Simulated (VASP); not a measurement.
# MgS (F-43m) in VASP: single point with PBEsol

Aim: the single point of MgS with PBEsol.

All numbers are computed with VASP 6.6.1; they aren't measurements. Logs are shortened: lines on timing, memory, paths and dates and some standing lists are left out, and cuts for length are marked.

**1. The cell of the first run**

The structure is cubic, space group F-43m (No. 216). The conventional cell has a = 5.666 Å, b = 5.666 Å, c = 5.666 Å, α = 90.00°, β = 90.00°, γ = 90.00°. Mg (site symmetry -43m) has 4 S at 2.45 Å within 3.2 Å. Within 3.2 Å of S (site symmetry -43m) lie 4 Mg at 2.45 Å.

**2. Single point, PBEsol**

INCAR reads:

```
  PREC = Accurate
  ENCUT = 520
  EDIFF = 1E-6
  ISMEAR = 0
  SIGMA = 0.01
  LREAL = F
  LASPH = T
  NELM = 60
  ALGO = Normal
  ISIF = 2
  LWAVE = F
  LCHARG = F
  GGA = PS
  NBANDS = 11
```

KPOINTS reads:

```
Automatic mesh
0
Gamma
  4 4 4
```

POSCAR reads:

```
MgS
1.0
    0.0000000000      2.8331200000      2.8331200000
    2.8331200000      0.0000000000      2.8331200000
    2.8331200000      2.8331200000      0.0000000000
Mg S
1 1
Direct
    0.0000000000      0.0000000000      0.0000000000
    0.7500000000      0.7500000000      0.7500000000
```

Potentials or basis: VASP PAW PBE potentials, release 64 (Mg, S).

Command:

```bash
$ cat potpaw_PBE.64/Mg/POTCAR potpaw_PBE.64/S/POTCAR > POTCAR
$ mpirun -np 1 vasp_std > vasp.out
```

OUTCAR:

```text
PREC = Accurate
   ENCUT = 520
   EDIFF = 1E-6
   ISMEAR = 0
   LREAL = F
   LASPH = T
   NELM = 60
   ISIF = 2
   GGA = PS

 ion  position               nearest neighbor table
   1  0.000  0.000  0.000-   2 2.45   2 2.45   2 2.45   2 2.45
   2  0.750  0.750  0.750-   1 2.45   1 2.45   1 2.45   1 2.45

  LATTYP: Found a face centered cubic cell.
 ALAT       =     5.6662400000

  Lattice vectors:

 A1 = (   0.0000000000,   2.8331200000,   2.8331200000)
 A2 = (   2.8331200000,   0.0000000000,   2.8331200000)
 A3 = (   2.8331200000,   2.8331200000,   0.0000000000)

Analysis of symmetry for initial positions (statically):
=====================================================================
 Subroutine PRICEL returns:
 Original cell was already a primitive cell.

 Routine SETGRP: Setting up the symmetry group for a
 face centered cubic supercell.

 Subroutine GETGRP returns: Found 24 space group operations
 (whereof 24 operations were pure point group operations)
 out of a pool of 48 trial point group operations.

The static configuration has the point symmetry T_d .

Analysis of symmetry for dynamics (positions and initial velocities):
=====================================================================
 Subroutine PRICEL returns:
 Original cell was already a primitive cell.

 Routine SETGRP: Setting up the symmetry group for a
 face centered cubic supercell.

 Subroutine GETGRP returns: Found 24 space group operations
 (whereof 24 operations were pure point group operations)
 out of a pool of 48 trial point group operations.

The dynamic configuration has the point symmetry T_d .

 Subroutine INISYM returns: Found 24 space group operations
 (whereof 24 operations are pure point group operations),
 and found     1 'primitive' translations

----------------------------------------------------------------------------------------

                                     Primitive cell

  volume of cell :      45.4805

  direct lattice vectors                    reciprocal lattice vectors
     0.000000000  2.833120000  2.833120000    -0.176483876  0.176483876  0.176483876
     2.833120000  0.000000000  2.833120000     0.176483876 -0.176483876  0.176483876
     2.833120000  2.833120000  0.000000000     0.176483876  0.176483876 -0.176483876

  length of vectors
     4.006636728  4.006636728  4.006636728     0.305679041  0.305679041  0.305679041

  position of ions in fractional coordinates (direct lattice)
     0.000000000  0.000000000  0.000000000
     0.750000000  0.750000000  0.750000000

  ion indices of the primitive-cell ions
   primitive index   ion index
                 1           1
                 2           2

----------------------------------------------------------------------------------------

 KPOINTS: Automatic mesh

Automatic generation of k-mesh.
 Grid dimensions read from file:
 generate k-points for:    4    4    4

 Generating k-lattice:

  Cartesian coordinates                     Fractional coordinates (reciprocal lattice)
    -0.044120969  0.044120969  0.044120969     0.250000000  0.000000000  0.000000000
     0.044120969 -0.044120969  0.044120969     0.000000000  0.250000000  0.000000000
     0.044120969  0.044120969 -0.044120969     0.000000000  0.000000000  0.250000000

  Length of vectors
     0.076419760  0.076419760  0.076419760

  Shift w.r.t. Gamma in fractional coordinates (k-lattice)
     0.000000000  0.000000000  0.000000000

 Subroutine IBZKPT returns following result:
 ===========================================

 Found      8 irreducible k-points:

 Following reciprocal coordinates:
            Coordinates               Weight
  0.000000  0.000000  0.000000      1.000000
  0.250000  0.000000  0.000000      8.000000
  0.500000  0.000000  0.000000      4.000000
  0.250000  0.250000  0.000000      6.000000
  0.500000  0.250000  0.000000     24.000000
 -0.250000  0.250000  0.000000     12.000000
  0.500000  0.500000  0.000000      3.000000
 -0.250000  0.500000  0.250000      6.000000
   k-points           NKPTS =      8   k-points in BZ     NKDIM =      8   number of bands    NBANDS=     11
   number of dos      NEDOS =    301   number of ions     NIONS =      2
   total plane-waves  NPLWV =  27000
   dimension x,y,z NGX =    30 NGY =   30 NGZ =   30
   dimension x,y,z NGXF=    60 NGYF=   60 NGZF=   60
   ions per type =               1   1
   NGX,Y,Z   is equivalent  to a cutoff of  12.45, 12.45, 12.45 a.u.
   NGXF,Y,Z  is equivalent  to a cutoff of  24.90, 24.90, 24.90 a.u.
 SYSTEM =  unknown system
   PREC   = accura    normal or accurate (medium, high low for compatibility)
   ISTART =      0    job   : 0-new  1-cont  2-samecut
   ICHARG =      2    charge: 1-file 2-atom 10-const
   ISPIN  =      1    spin polarized calculation?
   LNONCOLLINEAR =      F non collinear calculations
   LSORBIT =      F    spin-orbit coupling
   LASPH  =      T    aspherical Exc in radial PAW
   ENCUT  =  520.0 eV  38.22 Ry    6.18 a.u.   7.45  7.45  7.45*2*pi/ulx,y,z
   NELM   =     60;   NELMIN=  2; NELMDL= -5     # of ELM steps
   EDIFF  = 0.1E-05   stopping-criterion for ELM
   LREAL  =      F    real-space projection
   EDIFFG = 0.1E-04   stopping-criterion for IOM
   NSW    =      0    number of steps for IOM
   IBRION =     -1    ionic relax: 0-MD 1-quasi-New 2-CG
   NFREE  =      0    steps in history (QN), initial steepest desc. (CG)
   ISIF   =      2    stress and relaxation
   ISYM   =      2    0-nonsym 1-usesym 2-fastsym
   POTIM  = 0.5000    time-step for ionic-motion
   TEBEG  =    0.0;   TEEND  =   0.0 temperature during run
   PSTRESS=    0.0 pullay stress
   NELECT =       8.0000    total number of electrons
   NUPDOWN=      -1.0000    fix difference up-down
   EMIN   =  10.00;   EMAX   =-10.00  energy-range for DOS
   EFERMI =   0.00;   METHOD = LEGACY
   ISMEAR =     0;   SIGMA  =   0.01  broadening in eV -4-tet -1-fermi 0-gaus
   EFERMI_NEDOS =   21; number of points for ismear=-14 and -15
   IALGO  =     38    algorithm
   IMIX   =      4    mixing-type and parameters
     AMIX     =   0.40;   BMIX     =  1.00
     AMIX_MAG =   1.60;   BMIX_MAG =  1.00
  volume/ion in A,a.u.               =      22.74       153.46
  Fermi-wavevector in a.u.,A,eV,Ry     =   0.917269  1.733386 11.447693  0.841382
  Thomas-Fermi vector in A             =   2.042218
   LORBIT       =      0    0 simple, 1 ext, 2 COOP (PROOUT), +10 PAW based schemes
   GGA     = PS    functional components
   LHFCALC =     F    Hartree Fock is set to
   AEXX    =    0.0000 exact exchange contribution
   IVDW    =     0    specifies the selected vdW correction
   LEPSILON=     F    determine dielectric tensor
   LRPA    =     F    only Hartree local field effects (RPA)
 non-spin polarized calculation
 Gauss-broadening in eV      SIGMA  =   0.01
  energy-cutoff  :      520.00
  volume of cell :       45.48
 maximum number of plane-waves:      1243
 NGX is ok and might be reduce to    30
   NGX = 15   NGY = 15   NGZ = 15

 number of electron       8.0000001 magnetization

 Free energy of the ion-electron system (eV)
  ---------------------------------------------------
  ext. energy  EPLUGINS =         0.00000000
  ---------------------------------------------------
  free energy    TOTEN  =        -8.90114065 eV

  energy without entropy =       -8.90114065  energy(sigma->0) =       -8.90114065

 E-fermi :   1.1108     XC(G=0):  -8.5630

 val. band max:        0.9998912613   @ k =   0.0000   0.0000   0.0000
 cond. band min:       4.2789630784   @ k =   0.0000   0.0000   0.0000
 fundamental gap:      3.2790718170
 Fermi energy:         1.1107720334

 k-point     1 :       0.0000    0.0000    0.0000
  band No.  band energies     occupation
      1     -10.2608      2.00000
      2       0.9999      2.00000
      3       0.9999      2.00000
      4       0.9999      2.00000
      5       4.2790      0.00000
      6       8.8581      0.00000
      7       8.8581      0.00000
      8       8.8581      0.00000
      9      11.7711      0.00000
     10      11.7711      0.00000
     11      14.5196      0.00000

 k-point     2 :       0.2500    0.0000    0.0000
  band No.  band energies     occupation
      1      -9.9431      2.00000
      2      -0.8904      2.00000
      3       0.8243      2.00000
      4       0.8243      2.00000
      5       5.8201      0.00000
      6       8.6715      0.00000
      7       9.0657      0.00000
      8       9.0657      0.00000
      9      11.3366      0.00000
     10      11.3366      0.00000
     11      13.0325      0.00000

 k-point     3 :       0.5000    0.0000    0.0000
  band No.  band energies     occupation
      1      -9.5695      2.00000
      2      -2.1804      2.00000
      3       0.6695      2.00000
      4       0.6695      2.00000
      5       5.9795      0.00000
      6       8.5291      0.00000
      7       8.5291      0.00000
      8       9.4081      0.00000
      9      13.6833      0.00000
     10      14.1432      0.00000
     11      14.1432      0.00000

 k-point     4 :       0.2500    0.2500    0.0000
  band No.  band energies     occupation
      1      -9.8387      2.00000
      2      -0.7787      2.00000
      3       0.4224      2.00000
      4       0.4224      2.00000
      5       6.0001      0.00000
      6       7.4173      0.00000
      7       9.2742      0.00000
      8      10.3889      0.00000
      9      10.3889      0.00000
     10      12.8162      0.00000
     11      16.3342      0.00000

 k-point     5 :       0.5000    0.2500    0.0000
  band No.  band energies     occupation
      1      -9.4647      2.00000
      2      -1.6873      2.00000
      3      -0.3415      2.00000
      4       0.2786      2.00000
      5       6.0531      0.00000
      6       7.8744      0.00000
      7       9.3942      0.00000
      8      10.2038      0.00000
      9      12.4791      0.00000
     10      14.3118      0.00000
     11      15.4875      0.00000

 k-point     6 :      -0.2500    0.2500    0.0000
  band No.  band energies     occupation
      1      -9.5882      2.00000
      2      -1.4646      2.00000
      3      -0.4204      2.00000
      4       0.6488      2.00000
      5       7.2504      0.00000
      6       7.6691      0.00000
      7       8.8670      0.00000
      8       9.6153      0.00000
      9      10.9258      0.00000
     10      14.1284      0.00000
     11      15.1839      0.00000

 k-point     7 :       0.5000    0.5000    0.0000
  band No.  band energies     occupation
      1      -9.3468      2.00000
      2      -1.8495      2.00000
      3      -0.0480      2.00000
      4      -0.0480      2.00000
      5       4.7031      0.00000
      6       6.5337      0.00000
      7      12.0046      0.00000
      8      13.1352      0.00000
      9      13.1352      0.00000
     10      14.8708      0.00000
     11      14.8712      0.00000

 k-point     8 :      -0.2500    0.5000    0.2500
  band No.  band energies     occupation
      1      -9.3377      2.00000
      2      -1.3209      2.00000
      3      -0.8692      2.00000
      4      -0.3572      2.00000
      5       6.3759      0.00000
      6       8.8604      0.00000
      7       9.0590      0.00000
      8       9.4023      0.00000
      9      13.4871      0.00000
     10      14.6144      0.00000
     11      14.8422      0.00000

------------------------ aborting loop because EDIFF is reached ----------------------------------------

  FORCE on cell =-STRESS in cart. coord.  units (eV):
  Direction    XX          YY          ZZ          XY          YZ          ZX
  --------------------------------------------------------------------------------------
  -------------------------------------------------------------------------------------
  Total       -0.1230814     -0.1230814     -0.1230814      0.0000000      0.0000000      0.0000000
  in kB       -4.3358877     -4.3358877     -4.3358877      0.0000000      0.0000000      0.0000000
  external PRESSURE =      -4.3358877 kB  Pullay stress =       0.0000000 kB

 VOLUME and BASIS-vectors are now :
 -----------------------------------------------------------------------------
  energy-cutoff  :      520.00
  volume of cell :       45.48
      direct lattice vectors                 reciprocal lattice vectors
     0.000000000  2.833120000  2.833120000    -0.176483876  0.176483876  0.176483876
     2.833120000  0.000000000  2.833120000     0.176483876 -0.176483876  0.176483876
     2.833120000  2.833120000  0.000000000     0.176483876  0.176483876 -0.176483876

 POSITION                                       TOTAL-FORCE (eV/Angst)
 -----------------------------------------------------------------------------------
      0.00000      0.00000      0.00000        -0.000000     -0.000000     -0.000000
      4.24968      4.24968      4.24968         0.000000      0.000000      0.000000
 -----------------------------------------------------------------------------------
    total drift:                               -0.000000     -0.000000     -0.000000

  FREE ENERGIE OF THE ION-ELECTRON SYSTEM (eV)
  ---------------------------------------------------
  free  energy   TOTEN  =        -8.9011406514 eV

  energy  without entropy=       -8.9011406514  energy(sigma->0) =       -8.90114065
```

Run time: 3.2 s. Hardware: 1 thread of AMD EPYC 9R45 (Zen 5), shared host; peak memory 0.13 GiB.

Results:

| Quantity | Value |
| --- | --- |
| Free energy | -8.9011 eV |
| Pressure | -0.4 GPa |
| Band gap on the k mesh | 3.28 eV, direct |

Caveat: the k points lie up to 0.48 Å⁻¹ apart; the PAW data sets were made with another functional, which shifts forces and pressure a little. A k mesh can miss the band edges.
